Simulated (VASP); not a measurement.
Here is a VASP 6.6.1 calculation.

Contents of INCAR:

```
SYSTEM = Ta
PREC = Accurate
ENCUT = 520
EDIFF = 1E-6
ISMEAR = 0
SIGMA = 0.15
LREAL = .FALSE.
LASPH = .TRUE.
NELM = 100
ALGO = Normal
ISIF = 2
LWAVE = .FALSE.
LCHARG = .TRUE.
GGA = PS
LELF = .TRUE.
LVHAR = .TRUE.
NBANDS = 12
```

Contents of KPOINTS:

```
Automatic mesh
0
G
  20 20 20
  0 0 0
```

POSCAR

```
Ta
1.0
   -1.7173312000      1.7173312000      1.5191776000
    1.7173312000     -1.7173312000      1.5191776000
    1.7173312000      1.7173312000     -1.5191776000
Ta
1
Direct
    0.0000000000      0.0000000000      0.0000000000
```

Potentials or basis: VASP PAW PBE potentials, release 64 (Ta_pv).

Launch:

```bash
$ cat potpaw_PBE.64/Ta_pv/POTCAR > POTCAR
$ mpirun -np 1 vasp_std > vasp.out
```

Problem. Estimate the band gap on the k mesh.

Solution. Zero (an odd number of electrons rules out a gap without spin polarisation).

Problem. Predict the pressure.

Solution. -1.3 GPa.

Stress tensor (GPa, compression positive):
```
-4.31  0.00  0.00
 0.00 -4.31  0.00
 0.00  0.00  4.58
```

Caveat: the cell differs from its parent crystal (strain +0.040 along x and y, -0.080 along z); the stress differs along the axes, from -4 to 5 GPa; the PAW data sets were made with another functional, which shifts forces and pressure a little; spin-orbit coupling is left out, which moves the levels of the heavy elements.
